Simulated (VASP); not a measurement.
# BiCl2 (R-3m) in VASP: single point with PBE

Aim: the single point of BiCl2 with PBE.

All numbers are computed with VASP 6.6.1; they aren't measurements. Logs are shortened: lines on timing, memory, paths and dates and some standing lists are left out, and cuts for length are marked.

## Step 1: The cell of the first run

The structure is trigonal, space group R-3m (No. 166). Conventional cell: a = 4.048 Å, b = 4.048 Å, c = 18.339 Å, α = 90.00°, β = 90.00°, γ = 120.00°. Bi (site symmetry -3m) has 6 Cl at 2.79 Å within 3.7 Å. Within 3.7 Å of Cl (site symmetry 3m) lie 3 Bi at 2.79 Å.

## Step 2: Single point, PBE

Input file INCAR:

```
PREC = Accurate
ENCUT = 520
EDIFF = 1E-7
ISMEAR = 0
SIGMA = 0.1077
LREAL = F
LASPH = T
NELM = 60
ALGO = Normal
ISIF = 2
LWAVE = F
LCHARG = T
GGA = PE
LELF = T
LVHAR = T
NBANDS = 22
```

Input file KPOINTS:

```
regular mesh
0
Gamma
  10 10 10
```

Input file POSCAR:

```
BiCl2
1.0
    1.2519240000     -3.8496040000      0.0000000000
    0.0000000000      2.1283680000     -3.4433750000
    6.5446220000      0.0000000000      0.0000000000
Bi Cl
1 2
Direct
    0.0000000000      0.0000000000      0.0000000000
    0.5000000000      0.7500000000      0.7500000000
    0.5000000000      0.2500000000      0.2500000000
```

Potentials or basis: VASP PAW PBE potentials, release 64 (Bi_d, Cl).

The run is started by

```console
$ cat potpaw_PBE.64/Bi_d/POTCAR potpaw_PBE.64/Cl/POTCAR > POTCAR
$ mpirun -np 1 vasp_std > vasp.out
```

OUTCAR:

```text
PREC = Accurate
   ENCUT = 520
   EDIFF = 1E-7
   ISMEAR = 0
   LREAL = F
   LASPH = T
   NELM = 60
   ISIF = 2
   GGA = PE

 ion  position               nearest neighbor table
   1  0.000  0.000  0.000-   3 2.79   2 2.79   2 2.79   3 2.79   2 2.79   3 2.79
   2  0.500  0.750  0.750-   1 2.79   1 2.79   1 2.79
   3  0.500  0.250  0.250-   1 2.79   1 2.79   1 2.79

  LATTYP: Found a trigonal (rhomboedric) cell.
 ALAT       =     6.5446265652
 COS(alpha) =     0.8087089381

  Lattice vectors:

 A1 = (   5.2926980000,   1.7212360000,   3.4433750000)
 A2 = (   6.5446220000,   0.0000000000,   0.0000000000)
 A3 = (   5.2926980000,   3.8496040000,   0.0000000000)

Analysis of symmetry for initial positions (statically):
=====================================================================
 Subroutine PRICEL returns:
 Original cell was already a primitive cell.

 Routine SETGRP: Setting up the symmetry group for a
 trigonal (rhombohedral) supercell.

 Subroutine GETGRP returns: Found 12 space group operations
 (whereof 12 operations were pure point group operations)
 out of a pool of 12 trial point group operations.

The static configuration has the point symmetry D_3d.

Analysis of symmetry for dynamics (positions and initial velocities):
=====================================================================
 Subroutine PRICEL returns:
 Original cell was already a primitive cell.

 Routine SETGRP: Setting up the symmetry group for a
 trigonal (rhombohedral) supercell.

 Subroutine GETGRP returns: Found 12 space group operations
 (whereof 12 operations were pure point group operations)
 out of a pool of 12 trial point group operations.

The dynamic configuration has the point symmetry D_3d.

 Subroutine INISYM returns: Found 12 space group operations
 (whereof 12 operations are pure point group operations),
 and found     1 'primitive' translations

----------------------------------------------------------------------------------------

                                     Primitive cell

  volume of cell :      86.7531

  direct lattice vectors                    reciprocal lattice vectors
     1.251924000 -3.849604000  0.000000000     0.000000000 -0.259766979 -0.160563321
     0.000000000  2.128368000 -3.443375000     0.000000000  0.000000000 -0.290412749
     6.544622000  0.000000000  0.000000000     0.152797213  0.049690955  0.030714238

  length of vectors
     4.048056899  4.048059008  6.544622000     0.305384124  0.290412749  0.163583445

  position of ions in fractional coordinates (direct lattice)
     0.000000000  0.000000000  0.000000000
     0.500000000  0.750000000  0.750000000
     0.500000000  0.250000000  0.250000000

  ion indices of the primitive-cell ions
   primitive index   ion index
                 1           1
                 2           2
                 3           3

----------------------------------------------------------------------------------------

 KPOINTS: regular mesh

Automatic generation of k-mesh.
 Grid dimensions read from file:
 generate k-points for:   10   10   10

 Generating k-lattice:

  Cartesian coordinates                     Fractional coordinates (reciprocal lattice)
     0.000000000 -0.025976698 -0.016056332     0.100000000  0.000000000  0.000000000
     0.000000000  0.000000000 -0.029041275     0.000000000  0.100000000  0.000000000
     0.015279721  0.004969095  0.003071424     0.000000000  0.000000000  0.100000000

  Length of vectors
     0.030538412  0.029041275  0.016358345

  Shift w.r.t. Gamma in fractional coordinates (k-lattice)
     0.000000000  0.000000000  0.000000000

 Subroutine IBZKPT returns following result:
 ===========================================

 Found    116 irreducible k-points:

 Following reciprocal coordinates:
            Coordinates               Weight
  0.000000  0.000000  0.000000      1.000000
  0.100000 -0.000000  0.000000      6.000000
  0.200000 -0.000000  0.000000      6.000000
  0.300000  0.000000  0.000000      6.000000
  0.400000  0.000000  0.000000      6.000000
  0.500000 -0.000000  0.000000      3.000000
[... 16 lines left out ...]
  0.000000  0.400000  0.000000      6.000000
  0.100000  0.400000  0.000000     12.000000
 [... further k-points ...]
   k-points           NKPTS =    116   k-points in BZ     NKDIM =    116   number of bands    NBANDS=     22
   number of dos      NEDOS =    301   number of ions     NIONS =      3
   total plane-waves  NPLWV =  45000
   dimension x,y,z NGX =    30 NGY =   30 NGZ =   50
   dimension x,y,z NGXF=    60 NGYF=   60 NGZF=  100
   ions per type =               1   2
   NGX,Y,Z   is equivalent  to a cutoff of  12.32, 12.32, 12.70 a.u.
   NGXF,Y,Z  is equivalent  to a cutoff of  24.64, 24.64, 25.40 a.u.
 SYSTEM =  unknown system
   PREC   = accura    normal or accurate (medium, high low for compatibility)
   ISTART =      0    job   : 0-new  1-cont  2-samecut
   ICHARG =      2    charge: 1-file 2-atom 10-const
   ISPIN  =      1    spin polarized calculation?
   LNONCOLLINEAR =      F non collinear calculations
   LSORBIT =      F    spin-orbit coupling
   LASPH  =      T    aspherical Exc in radial PAW
   ENCUT  =  520.0 eV  38.22 Ry    6.18 a.u.   7.53  7.53 12.17*2*pi/ulx,y,z
   NELM   =     60;   NELMIN=  2; NELMDL= -5     # of ELM steps
   EDIFF  = 0.1E-06   stopping-criterion for ELM
   LREAL  =      F    real-space projection
   EDIFFG = 0.1E-05   stopping-criterion for IOM
   NSW    =      0    number of steps for IOM
   IBRION =     -1    ionic relax: 0-MD 1-quasi-New 2-CG
   NFREE  =      0    steps in history (QN), initial steepest desc. (CG)
   ISIF   =      2    stress and relaxation
   ISYM   =      2    0-nonsym 1-usesym 2-fastsym
   POTIM  = 0.5000    time-step for ionic-motion
   TEBEG  =    0.0;   TEEND  =   0.0 temperature during run
   PSTRESS=    0.0 pullay stress
   NELECT =      29.0000    total number of electrons
   NUPDOWN=      -1.0000    fix difference up-down
   EMIN   =  10.00;   EMAX   =-10.00  energy-range for DOS
   EFERMI =   0.00;   METHOD = LEGACY
   ISMEAR =     0;   SIGMA  =   0.11  broadening in eV -4-tet -1-fermi 0-gaus
   EFERMI_NEDOS =   21; number of points for ismear=-14 and -15
   IALGO  =     38    algorithm
   IMIX   =      4    mixing-type and parameters
     AMIX     =   0.40;   BMIX     =  1.00
     AMIX_MAG =   1.60;   BMIX_MAG =  1.00
  volume/ion in A,a.u.               =      28.92       195.15
  Fermi-wavevector in a.u.,A,eV,Ry     =   1.136177  2.147062 17.563724  1.290897
  Thomas-Fermi vector in A             =   2.272882
   LORBIT       =      0    0 simple, 1 ext, 2 COOP (PROOUT), +10 PAW based schemes
   GGA     = PE    functional components
   LHFCALC =     F    Hartree Fock is set to
   AEXX    =    0.0000 exact exchange contribution
   IVDW    =     0    specifies the selected vdW correction
   LEPSILON=     F    determine dielectric tensor
   LRPA    =     F    only Hartree local field effects (RPA)
 non-spin polarized calculation
 Gauss-broadening in eV      SIGMA  =   0.11
  energy-cutoff  :      520.00
  volume of cell :       86.75
 maximum number of plane-waves:      2364
   NGX = 15   NGY = 15   NGZ = 25

 number of electron      28.9999992 magnetization

 Free energy of the ion-electron system (eV)
  ---------------------------------------------------
  ext. energy  EPLUGINS =         0.00000000
  ---------------------------------------------------
  free energy    TOTEN  =        -8.79418884 eV

  energy without entropy =       -8.78321911  energy(sigma->0) =       -8.78870398

 E-fermi :   5.3245     XC(G=0):  -8.6329

 val. band max:        5.3044134210   @ k =  -0.3000   0.3000   0.1000
 cond. band min:       5.3366903087   @ k =   0.0000   0.4000   0.0000
 fundamental gap:      0.0322768877
 Fermi energy:         5.3245028783

 k-point     1 :       0.0000    0.0000    0.0000
  band No.  band energies     occupation
      1     -19.4401      2.00000
      2     -19.4401      2.00000
      3     -19.3030      2.00000
      4     -19.3030      2.00000
      5     -19.2792      2.00000
      6     -12.8226      2.00000
[... 14 lines left out ...]
     21      12.0026      0.00000
     22      13.0526      0.00000

 k-point     2 :       0.1000   -0.0000    0.0000
  band No.  band energies     occupation
      1     -19.4417      2.00000
      2     -19.4366      2.00000
      3     -19.3062      2.00000
      4     -19.3035      2.00000
      5     -19.2771      2.00000
      6     -12.7625      2.00000
[... 14 lines left out ...]
     21      12.0260      0.00000
     22      13.1173      0.00000

 k-point     3 :       0.2000   -0.0000    0.0000
  band No.  band energies     occupation
      1     -19.4461      2.00000
      2     -19.4276      2.00000
      3     -19.3143      2.00000
      4     -19.3049      2.00000
      5     -19.2715      2.00000
      6     -12.5942      2.00000
[... 14 lines left out ...]
     21      12.2666      0.00000
     22      12.7053      0.00000

 k-point     4 :       0.3000    0.0000    0.0000
  band No.  band energies     occupation
      1     -19.4523      2.00000
      2     -19.4164      2.00000
      3     -19.3238      2.00000
      4     -19.3066      2.00000
      5     -19.2645      2.00000
      6     -12.3565      2.00000
[... 14 lines left out ...]
     21      12.4866      0.00000
     22      12.9081      0.00000

 k-point     5 :       0.4000    0.0000    0.0000
  band No.  band energies     occupation
      1     -19.4579      2.00000
      2     -19.4073      2.00000
      3     -19.3310      2.00000
      4     -19.3079      2.00000
      5     -19.2586      2.00000
      6     -12.1222      2.00000
[... 14 lines left out ...]
     21      13.3723      0.00000
     22      13.4122      0.00000

 k-point     6 :       0.5000   -0.0000    0.0000
  band No.  band energies     occupation
      1     -19.4602      2.00000
      2     -19.4038      2.00000
      3     -19.3337      2.00000
      4     -19.3084      2.00000
      5     -19.2564      2.00000
      6     -12.0093      2.00000
[... 14 lines left out ...]
     21      13.6664      0.00000
     22      14.0580      0.00000

 k-point     7 :       0.0000    0.1000    0.0000
  band No.  band energies     occupation
      1     -19.4417      2.00000
      2     -19.4367      2.00000
      3     -19.3062      2.00000
      4     -19.3036      2.00000
      5     -19.2771      2.00000
      6     -12.7651      2.00000
[... 324 lines left out ...]
      6     -12.0168      2.00000
[... 14 lines left out ...]
     21      12.6273      0.00000
     22      14.0899      0.00000

 k-point    21 :       0.3000    0.3000    0.0000
  band No.  band energies     occupation
      1     -19.4372      2.00000
      2     -19.4235      2.00000
      3     -19.3264      2.00000
      4     -19.3202      2.00000
      5     -19.2554      2.00000
      6     -11.8730      2.00000
[... 14 lines left out ...]
     21      12.4858      0.00000
     22      12.9372      0.00000

 k-point    22 :      -0.2000    0.3000    0.0000
  band No.  band energies     occupation
      1     -19.4481      2.00000
      2     -19.4222      2.00000
      3     -19.3198      2.00000
      4     -19.3069      2.00000
      5     -19.2670      2.00000
      6     -12.4607      2.00000
[... 14 lines left out ...]
     21      12.6888      0.00000
     22      13.0752      0.00000

 k-point    23 :       0.0000    0.4000    0.0000
  band No.  band energies     occupation
      1     -19.4579      2.00000
      2     -19.4073      2.00000
      3     -19.3310      2.00000
      4     -19.3079      2.00000
      5     -19.2586      2.00000
      6     -12.1164      2.00000
[... 14 lines left out ...]
     21      13.2777      0.00000
     22      13.5713      0.00000

 k-point    24 :       0.1000    0.4000    0.0000
  band No.  band energies     occupation
      1     -19.4560      2.00000
      2     -19.4076      2.00000
      3     -19.3320      2.00000
      4     -19.3103      2.00000
      5     -19.2567      2.00000
      6     -11.9888      2.00000
[... 14 lines left out ...]
     21      12.8732      0.00000
     22      14.2530      0.00000

 [... further k-points ...]

------------------------ aborting loop because EDIFF is reached ----------------------------------------

  FORCE on cell =-STRESS in cart. coord.  units (eV):
  Direction    XX          YY          ZZ          XY          YZ          ZX
  --------------------------------------------------------------------------------------
  -------------------------------------------------------------------------------------
  Total        1.8827540      4.3497369      4.5300426     -0.8971684     -0.1803401     -0.5545461
  in kB       34.7711633     80.3320082     83.6619383    -16.5691267     -3.3305650    -10.2414926
  external PRESSURE =      66.2550366 kB  Pullay stress =       0.0000000 kB

 VOLUME and BASIS-vectors are now :
 -----------------------------------------------------------------------------
  energy-cutoff  :      520.00
  volume of cell :       86.75
      direct lattice vectors                 reciprocal lattice vectors
     1.251924000 -3.849604000  0.000000000     0.000000000 -0.259766979 -0.160563321
     0.000000000  2.128368000 -3.443375000     0.000000000  0.000000000 -0.290412749
     6.544622000  0.000000000  0.000000000     0.152797213  0.049690955  0.030714238

 POSITION                                       TOTAL-FORCE (eV/Angst)
 -----------------------------------------------------------------------------------
      0.00000      0.00000      0.00000        -0.000000     -0.000000     -0.000000
      5.53443     -0.32853     -2.58253        -0.372682     -0.121200     -0.074914
      2.26212     -1.39271     -0.86084         0.372682      0.121200      0.074914
 -----------------------------------------------------------------------------------
    total drift:                                0.000000      0.000000      0.000000

  FREE ENERGIE OF THE ION-ELECTRON SYSTEM (eV)
  ---------------------------------------------------
  free  energy   TOTEN  =        -8.7941888429 eV

  energy  without entropy=       -8.7832191112  energy(sigma->0) =       -8.78870398
```

It took 2.9 min on 1 thread of Intel Xeon Platinum 8488C (Sapphire Rapids), shared host; peak memory 0.33 GiB.

What came out:

| Item | Value |
| --- | --- |
| Free energy | -8.7942 eV |
| Pressure | 6.6 GPa |
| Largest force | 0.399 eV/Å |

Forces on the atoms (eV/Å):
```
Bi   0.000  0.000  0.000
Cl  -0.373 -0.121 -0.075
Cl   0.373  0.121  0.075
```

Levels at points of the mesh, in eV from the Fermi level:
```
           k point  band 12  band 13  band 14  band 15  band 16  band 17  band 18  band 19
(0.00, 0.00, 0.00)    -5.10    -4.87    -4.79    -1.05     0.46     0.46     4.28     6.06
(0.50, 0.00, 0.00)    -4.94    -4.84    -4.54    -0.40     1.11     1.57     3.39     5.67
(0.00, 0.50, 0.00)    -5.32    -5.13    -4.20     0.06     1.32     1.48     3.97     5.68
(0.00, 0.00, 0.50)    -5.01    -5.01    -3.99    -1.18     0.51     0.51     5.36     5.86
```

Caveat: spin-orbit coupling is left out, which moves the levels of the heavy elements; this functional lacks dispersion, which binds the layers, so the pressure and a relaxed spacing across them are unreliable; an odd number of electrons without spin polarisation forces a metal; a magnetic or distorted state may lie lower.
